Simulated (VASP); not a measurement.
Set up this calculation in VASP 6.6.1, as the native input.

- Task: single point
- Functional: LDA
- Potentials or basis: VASP PAW LDA potentials, release 64 (Ca_sv)
- Cutoff: 520 eV
- k mesh: 9 × 9 × 9
- Occupations: fermi-dirac, width 0.1 eV
- Spin: no spin polarisation
- Dipole correction: no
- Further INCAR settings: ALGO = Normal; EDIFF = 1e-06; NBANDS = 11

The structure of Ca lies in POSCAR:

```
Ca
1.0
    3.3690013122      0.0000000000      0.0000000000
    0.0000000000      3.3690013122      0.0000000000
    0.0000000000      0.0000000000      3.3690013122
Ca
1
Direct
    0.0000000000      0.0000000000      0.0000000000
```

This isn't the form of Ca at room conditions, which is fcc.

One way to write it, as run:

INCAR

```
  ALGO = Normal
  EDIFF = 1E-6
  ENCUT = 520
  ISIF = 2
  ISMEAR = -1
  LASPH = T
  LCHARG = F
  LREAL = F
  LWAVE = F
  NBANDS = 11
  NELM = 100
  PREC = Accurate
  SIGMA = 0.1
```

KPOINTS

```
k-points
0
Gamma
  9 9 9
```

Potentials or basis: VASP PAW LDA potentials, release 64 (Ca_sv).

The run is started by

```bash
$ cat potpaw_LDA.64/Ca_sv/POTCAR > POTCAR
$ mpirun -np 1 vasp_std > vasp.out
```

It gave:

* Pressure: 0.0 GPa
* Band gap on the k mesh: zero (bands 5 and 6 overlap by 0.56 eV)

Wall time 17 s on 1 thread of Intel Xeon 8259CL, with other jobs on the host, peak memory 0.14 GiB.
